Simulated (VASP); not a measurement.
# KBr in VASP: notebook

Runs on KBr. Level: LDA. Tasks: single point, relaxation of cell and atoms.

Program: VASP 6.6.1. These are calculated values, not measurements. Logs are shortened: lines on timing, memory, paths and dates and some standing lists are left out, and cuts for length are marked.

## 1. The cell of the first run

Symmetry: R3m, No. 160, trigonal system. The conventional cell has a = 4.508 Å, b = 4.508 Å, c = 11.042 Å, α = 90.00°, β = 90.00°, γ = 120.00°. K (site symmetry 3m) has 6 Br at 3.18 to 3.20 Å within 4.2 Å. Within 4.2 Å of Br (site symmetry 3m) lie 6 K at 3.18 to 3.20 Å.

## 2. Single point, LDA (atom 1 moved by [-0.01, -0.01, -0.01] A)

Contents of INCAR:

```
  PREC = Accurate
  ENCUT = 520
  EDIFF = 1E-6
  ISMEAR = 0
  SIGMA = 0.01
  LREAL = False
  LASPH = True
  NELM = 80
  ALGO = Normal
  ISIF = 2
  LWAVE = False
  LCHARG = False
  NBANDS = 15
```

Contents of KPOINTS:

```
Automatic mesh
0
Gamma
  6 6 6
```

Contents of POSCAR:

```
KBr
1.0
    0.0000000000      3.1875533123      3.1875533123
    3.1875533123      0.0000000000      3.1875533123
    3.1875533123      3.1875533123      0.0000000000
K Br
1 1
Direct
   -0.0015686012     -0.0015686012     -0.0015686012
    0.5000000000      0.5000000000      0.5000000000
```

Potentials or basis: VASP PAW LDA potentials, release 64 (K_sv, Br).

On the command line:

```
> cat potpaw_LDA.64/K_sv/POTCAR potpaw_LDA.64/Br/POTCAR > POTCAR
> mpirun -np 1 vasp_std > vasp.out
```

OUTCAR:

```text
PREC = Accurate
   ENCUT = 520
   EDIFF = 1E-6
   ISMEAR = 0
   LREAL = False
   LASPH = True
   NELM = 80
   ISIF = 2

 ion  position               nearest neighbor table
   1  0.998  0.998  0.998-   2 3.18   2 3.18   2 3.18   2 3.20   2 3.20   2 3.20
   2  0.500  0.500  0.500-   1 3.18   1 3.18   1 3.18   1 3.20   1 3.20   1 3.20

  LATTYP: Found a face centered cubic cell.
 ALAT       =     6.3751066246

  Lattice vectors:

 A1 = (   0.0000000000,   3.1875533123,   3.1875533123)
 A2 = (   3.1875533123,   0.0000000000,   3.1875533123)
 A3 = (   3.1875533123,   3.1875533123,   0.0000000000)

Analysis of symmetry for initial positions (statically):
=====================================================================
 Subroutine PRICEL returns:
 Original cell was already a primitive cell.

 Routine SETGRP: Setting up the symmetry group for a
 face centered cubic supercell.

 Subroutine GETGRP returns: Found  6 space group operations
 (whereof  6 operations were pure point group operations)
 out of a pool of 48 trial point group operations.

The static configuration has the point symmetry C_3v.

Analysis of symmetry for dynamics (positions and initial velocities):
=====================================================================
 Subroutine PRICEL returns:
 Original cell was already a primitive cell.

 Routine SETGRP: Setting up the symmetry group for a
 face centered cubic supercell.

 Subroutine GETGRP returns: Found  6 space group operations
 (whereof  6 operations were pure point group operations)
 out of a pool of 48 trial point group operations.

The dynamic configuration has the point symmetry C_3v.

 Subroutine INISYM returns: Found  6 space group operations
 (whereof  6 operations are pure point group operations),
 and found     1 'primitive' translations

----------------------------------------------------------------------------------------

                                     Primitive cell

  volume of cell :      64.7742

  direct lattice vectors                    reciprocal lattice vectors
     0.000000000  3.187553312  3.187553312    -0.156860122  0.156860122  0.156860122
     3.187553312  0.000000000  3.187553312     0.156860122 -0.156860122  0.156860122
     3.187553312  3.187553312  0.000000000     0.156860122  0.156860122 -0.156860122

  length of vectors
     4.507881125  4.507881125  4.507881125     0.271689700  0.271689700  0.271689700

  position of ions in fractional coordinates (direct lattice)
     0.998431399  0.998431399  0.998431399
     0.500000000  0.500000000  0.500000000

  ion indices of the primitive-cell ions
   primitive index   ion index
                 1           1
                 2           2

----------------------------------------------------------------------------------------

 KPOINTS: Automatic mesh

Automatic generation of k-mesh.
 Grid dimensions read from file:
 generate k-points for:    6    6    6

 Generating k-lattice:

  Cartesian coordinates                     Fractional coordinates (reciprocal lattice)
    -0.026143354  0.026143354  0.026143354     0.166666667  0.000000000  0.000000000
     0.026143354 -0.026143354  0.026143354     0.000000000  0.166666667  0.000000000
     0.026143354  0.026143354 -0.026143354     0.000000000  0.000000000  0.166666667

  Length of vectors
     0.045281617  0.045281617  0.045281617

  Shift w.r.t. Gamma in fractional coordinates (k-lattice)
     0.000000000  0.000000000  0.000000000

 Subroutine IBZKPT returns following result:
 ===========================================

 Found     32 irreducible k-points:

 Following reciprocal coordinates:
            Coordinates               Weight
  0.000000  0.000000  0.000000      1.000000
  0.166667  0.000000  0.000000      6.000000
  0.166667  0.166667  0.166667      2.000000
  0.333333  0.000000  0.000000      6.000000
  0.333333  0.333333  0.333333      2.000000
  0.500000  0.000000  0.000000      3.000000
[... 16 lines left out ...]
  0.500000  0.166667  0.500000      6.000000
 -0.333333  0.333333  0.000000      6.000000
 [... further k-points ...]
   k-points           NKPTS =     32   k-points in BZ     NKDIM =     32   number of bands    NBANDS=     15
   number of dos      NEDOS =    301   number of ions     NIONS =      2
   total plane-waves  NPLWV =  46656
   dimension x,y,z NGX =    36 NGY =   36 NGZ =   36
   dimension x,y,z NGXF=    72 NGYF=   72 NGZF=   72
   ions per type =               1   1
   NGX,Y,Z   is equivalent  to a cutoff of  13.28, 13.28, 13.28 a.u.
   NGXF,Y,Z  is equivalent  to a cutoff of  26.55, 26.55, 26.55 a.u.
 SYSTEM =  unknown system
   PREC   = accura    normal or accurate (medium, high low for compatibility)
   ISTART =      0    job   : 0-new  1-cont  2-samecut
   ICHARG =      2    charge: 1-file 2-atom 10-const
   ISPIN  =      1    spin polarized calculation?
   LNONCOLLINEAR =      F non collinear calculations
   LSORBIT =      F    spin-orbit coupling
   LASPH  =      T    aspherical Exc in radial PAW
   ENCUT  =  520.0 eV  38.22 Ry    6.18 a.u.   8.38  8.38  8.38*2*pi/ulx,y,z
   NELM   =     80;   NELMIN=  2; NELMDL= -5     # of ELM steps
   EDIFF  = 0.1E-05   stopping-criterion for ELM
   LREAL  =      F    real-space projection
   EDIFFG = 0.1E-04   stopping-criterion for IOM
   NSW    =      0    number of steps for IOM
   IBRION =     -1    ionic relax: 0-MD 1-quasi-New 2-CG
   NFREE  =      0    steps in history (QN), initial steepest desc. (CG)
   ISIF   =      2    stress and relaxation
   ISYM   =      2    0-nonsym 1-usesym 2-fastsym
   POTIM  = 0.5000    time-step for ionic-motion
   TEBEG  =    0.0;   TEEND  =   0.0 temperature during run
   PSTRESS=    0.0 pullay stress
   NELECT =      16.0000    total number of electrons
   NUPDOWN=      -1.0000    fix difference up-down
   EMIN   =  10.00;   EMAX   =-10.00  energy-range for DOS
   EFERMI =   0.00;   METHOD = LEGACY
   ISMEAR =     0;   SIGMA  =   0.01  broadening in eV -4-tet -1-fermi 0-gaus
   EFERMI_NEDOS =   21; number of points for ismear=-14 and -15
   IALGO  =     38    algorithm
   IMIX   =      4    mixing-type and parameters
     AMIX     =   0.40;   BMIX     =  1.00
     AMIX_MAG =   1.60;   BMIX_MAG =  1.00
  volume/ion in A,a.u.               =      32.39       218.56
  Fermi-wavevector in a.u.,A,eV,Ry     =   1.027182  1.941092 14.355544  1.055103
  Thomas-Fermi vector in A             =   2.161114
   LORBIT       =      0    0 simple, 1 ext, 2 COOP (PROOUT), +10 PAW based schemes
   GGA     = CA    functional components
   LHFCALC =     F    Hartree Fock is set to
   AEXX    =    0.0000 exact exchange contribution
   IVDW    =     0    specifies the selected vdW correction
   LEPSILON=     F    determine dielectric tensor
   LRPA    =     F    only Hartree local field effects (RPA)
 non-spin polarized calculation
 Gauss-broadening in eV      SIGMA  =   0.01
  energy-cutoff  :      520.00
  volume of cell :       64.77
 maximum number of plane-waves:      1807
 NGX is ok and might be reduce to    36
   NGX = 17   NGY = 17   NGZ = 17

 number of electron      16.0000000 magnetization

 Free energy of the ion-electron system (eV)
  ---------------------------------------------------
  ext. energy  EPLUGINS =         0.00000000
  ---------------------------------------------------
  free energy    TOTEN  =        -6.83436583 eV

  energy without entropy =       -6.83436583  energy(sigma->0) =       -6.83436583

 E-fermi :  -1.4093     XC(G=0):  -8.3098

 val. band max:       -1.4531495016   @ k =   0.0000   0.0000   0.0000
 cond. band min:       2.8713630114   @ k =   0.0000   0.0000   0.0000
 fundamental gap:      4.3245125130
 Fermi energy:        -1.4092753795

 k-point     1 :       0.0000    0.0000    0.0000
  band No.  band energies     occupation
      1     -28.6663      2.00000
      2     -13.9187      2.00000
      3     -12.3914      2.00000
      4     -12.3914      2.00000
      5     -12.3912      2.00000
      6      -1.4532      2.00000
      7      -1.4532      2.00000
      8      -1.4531      2.00000
      9       2.8714      0.00000
     10       5.8866      0.00000
     11       5.8866      0.00000
     12       5.8872      0.00000
     13       6.8338      0.00000
     14       6.8338      0.00000
     15       9.9863      0.00000

 k-point     2 :       0.1667    0.0000    0.0000
  band No.  band energies     occupation
      1     -28.6635      2.00000
      2     -13.9748      2.00000
      3     -12.3933      2.00000
      4     -12.3933      2.00000
      5     -12.3113      2.00000
      6      -1.9256      2.00000
      7      -1.5753      2.00000
      8      -1.5752      2.00000
      9       3.6196      0.00000
     10       5.7557      0.00000
     11       6.2497      0.00000
     12       6.2502      0.00000
     13       7.2640      0.00000
     14       7.2644      0.00000
     15      11.0391      0.00000

 k-point     3 :       0.1667    0.1667    0.1667
  band No.  band energies     occupation
      1     -28.6635      2.00000
      2     -13.9747      2.00000
      3     -12.3933      2.00000
      4     -12.3933      2.00000
      5     -12.3113      2.00000
      6      -1.9256      2.00000
      7      -1.5753      2.00000
      8      -1.5753      2.00000
      9       3.6196      0.00000
     10       5.7566      0.00000
     11       6.2499      0.00000
     12       6.2499      0.00000
     13       7.2638      0.00000
     14       7.2638      0.00000
     15      11.0389      0.00000

 k-point     4 :       0.3333    0.0000    0.0000
  band No.  band energies     occupation
      1     -28.6580      2.00000
      2     -14.0738      2.00000
      3     -12.3972      2.00000
      4     -12.3972      2.00000
      5     -12.1629      2.00000
      6      -2.6385      2.00000
      7      -1.8001      2.00000
      8      -1.8000      2.00000
      9       4.6917      0.00000
     10       6.2233      0.00000
     11       7.2239      0.00000
     12       7.2241      0.00000
     13       8.3291      0.00000
     14       8.3297      0.00000
     15      10.3707      0.00000
[... 307 lines left out ...]
 k-point    22 :       0.3333    0.3333   -0.1667
  band No.  band energies     occupation
      1     -28.6528      2.00000
      2     -13.8852      2.00000
      3     -12.4927      2.00000
      4     -12.4382      2.00000
      5     -12.3619      2.00000
      6      -2.4296      2.00000
      7      -1.9802      2.00000
      8      -1.8170      2.00000
      9       4.4520      0.00000
     10       6.0981      0.00000
     11       7.5589      0.00000
     12       8.1263      0.00000
     13       8.5053      0.00000
     14       9.1092      0.00000
     15       9.7330      0.00000

 k-point    23 :       0.5000    0.1667    0.5000
  band No.  band energies     occupation
      1     -28.6528      2.00000
      2     -13.8852      2.00000
      3     -12.4927      2.00000
      4     -12.4382      2.00000
      5     -12.3619      2.00000
      6      -2.4296      2.00000
      7      -1.9802      2.00000
      8      -1.8170      2.00000
      9       4.4520      0.00000
     10       6.0981      0.00000
     11       7.5606      0.00000
     12       8.1265      0.00000
     13       8.5039      0.00000
     14       9.1092      0.00000
     15       9.7324      0.00000

 k-point    24 :      -0.3333    0.3333    0.0000
  band No.  band energies     occupation
      1     -28.6527      2.00000
      2     -13.9609      2.00000
      3     -12.4994      2.00000
      4     -12.4201      2.00000
      5     -12.2512      2.00000
      6      -2.4516      2.00000
      7      -2.1900      2.00000
      8      -1.8981      2.00000
      9       5.3068      0.00000
     10       6.5368      0.00000
     11       7.2284      0.00000
     12       7.8306      0.00000
     13       8.3194      0.00000
     14       9.1496      0.00000
     15      10.3201      0.00000

 [... further k-points ...]
[... 5 lines left out ...]
  --------------------------------------------------------------------------------------
  -------------------------------------------------------------------------------------
  Total        0.0252614      0.0252614      0.0252614     -0.0003358     -0.0003358     -0.0003358
  in kB        0.6248366      0.6248366      0.6248366     -0.0083052     -0.0083052     -0.0083052
  external PRESSURE =       0.6248366 kB  Pullay stress =       0.0000000 kB

 VOLUME and BASIS-vectors are now :
 -----------------------------------------------------------------------------
  energy-cutoff  :      520.00
  volume of cell :       64.77
      direct lattice vectors                 reciprocal lattice vectors
     0.000000000  3.187553312  3.187553312    -0.156860122  0.156860122  0.156860122
     3.187553312  0.000000000  3.187553312     0.156860122 -0.156860122  0.156860122
     3.187553312  3.187553312  0.000000000     0.156860122  0.156860122 -0.156860122

 POSITION                                       TOTAL-FORCE (eV/Angst)
 -----------------------------------------------------------------------------------
      6.36511      6.36511      6.36511         0.016536      0.016536      0.016536
      3.18755      3.18755      3.18755        -0.016536     -0.016536     -0.016536
 -----------------------------------------------------------------------------------
    total drift:                                0.000036      0.000036      0.000036

  FREE ENERGIE OF THE ION-ELECTRON SYSTEM (eV)
  ---------------------------------------------------
  free  energy   TOTEN  =        -6.8343658272 eV

  energy  without entropy=       -6.8343658272  energy(sigma->0) =       -6.83436583
```

Wall time 12 s (1 thread of Intel Xeon Platinum 8559C (Emerald Rapids), shared host); peak memory 0.18 GiB.

What came out:

```yaml
Free_energy: -6.8344 eV
Pressure: 0.1 GPa
Largest_force: 0.029 eV/Å
Band_gap_on_the_k_mesh: 4.32 eV, direct
```

Forces on the atoms (eV/Å):
```
K    0.017  0.017  0.017
Br  -0.017 -0.017 -0.017
```

Levels at points of the mesh, in eV from the valence-band top:
```
           k point  band 4  band 5  band 6  band 7  band 8  band 9  band 10  band 11  band 12  band 13
(0.00, 0.00, 0.00)  -10.94  -10.94    0.00    0.00    0.00    4.32     7.34     7.34     7.34     8.29
(0.50, 0.00, 0.00)  -10.95  -10.64   -1.48   -0.45   -0.45    6.46     8.30     9.78     9.79    10.16
(0.50, 0.50, 0.50)  -10.95  -10.64   -1.48   -0.45   -0.45    6.46     8.30     9.79     9.79    10.16
(0.50, 0.50, 0.00)  -11.00  -11.00   -0.96   -0.33   -0.33    5.41     7.25     9.35     9.72     9.86
```

Caveat: the cell differs from its parent crystal (atom 1 moved by [-0.01, -0.01, -0.01] A).

[end of part 1 of 2]
